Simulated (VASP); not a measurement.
Wanted: the native input for a VASP 6.6.1 run.

```
Task                   : single point
Functional             : r2SCAN
Potentials or basis    : VASP PAW PBE potentials, release 64 (Si, Ni)
Cutoff                 : 520 eV
k mesh                 : 12 × 12 × 8
Occupations            : gaussian, width 0.1 eV
Spin                   : no spin polarisation
Dipole correction      : no
Further INCAR settings : ALGO = Normal; EDIFF = 1e-07; NBANDS = 33
```

The system is SiNi2.

```xyz
6
Lattice="3.9185 0.0000 0.0000 -1.9593 3.3936 0.0000 0.0000 0.0000 4.6312" Properties=species:S:1:pos:R:3 pbc="T T T"
Si    0.0000    2.2624    3.4734
Si    1.9593    1.1312    1.1578
Ni    0.0000    0.0000    0.0000
Ni    0.0000    0.0000    2.3156
Ni    0.0000    2.2624    1.1578
Ni    1.9593    1.1312    3.4734
```

This cell differs from its parent crystal: uniaxial strain along c: -6.0 %, then relaxed in part.

These files were run (other wordings do the same):

POSCAR

```
SiNi2
1.0
    3.9185485918      0.0000000000      0.0000000000
   -1.9592742959      3.3935626265      0.0000000000
    0.0000000000      0.0000000000      4.6312024674
Si Ni
2 4
Direct
    0.3333333341      0.6666666659      0.7500000000
    0.6666666659      0.3333333341      0.2500000000
    0.0000000000      0.0000000000      0.0000000000
    0.0000000000      0.0000000000      0.5000000000
    0.3333333339      0.6666666661      0.2500000000
    0.6666666661      0.3333333339      0.7500000000
```

INCAR.step1

```
SYSTEM = SiNi2
PREC = Accurate ; ENCUT = 520
ISMEAR = 0 ; SIGMA = 0.1
LREAL = .FALSE. ; LASPH = .TRUE.
NELM = 60 ; NBANDS = 33
GGA = PE ; ALGO = Normal
EDIFF = 1E-4 ; LWAVE = .TRUE.
LCHARG = .FALSE.
```

INCAR.step2

```
SYSTEM = SiNi2
PREC = Accurate ; ENCUT = 520
EDIFF = 1E-7 ; ISMEAR = 0
SIGMA = 0.1 ; LREAL = .FALSE.
LASPH = .TRUE. ; NELM = 60
ALGO = Normal ; ISIF = 2
LWAVE = .FALSE. ; LCHARG = .FALSE.
METAGGA = R2SCAN ; LMIXTAU = .TRUE.
NBANDS = 33 ; ISTART = 1
```

KPOINTS

```
Automatic mesh
0
G
  12 12 8
  0 0 0
```

Potentials or basis: VASP PAW PBE potentials, release 64 (Si, Ni).

Launch:

```bash
$ cat potpaw_PBE.64/Si/POTCAR potpaw_PBE.64/Ni/POTCAR > POTCAR
$ cp INCAR.step1 INCAR
$ mpirun -np 1 vasp_std > vasp.out
$ cp INCAR.step2 INCAR
$ mpirun -np 1 vasp_std > vasp.out
```

Results of the run:

The pressure is 9.1 GPa. The band gap on the k mesh is zero (bands 24 and 25 overlap by 3.27 eV).

Caveat: the cell differs from its parent crystal (uniaxial strain along c: -6.0 %, then relaxed in part); the cell stands under pressure; the PAW data sets were made with another functional, which shifts forces and pressure a little.

It took 8.9 min on 1 thread of Intel(R) Xeon(R) 6975P-C (Granite Rapids), with other jobs on the host, peak memory 0.28 GiB.
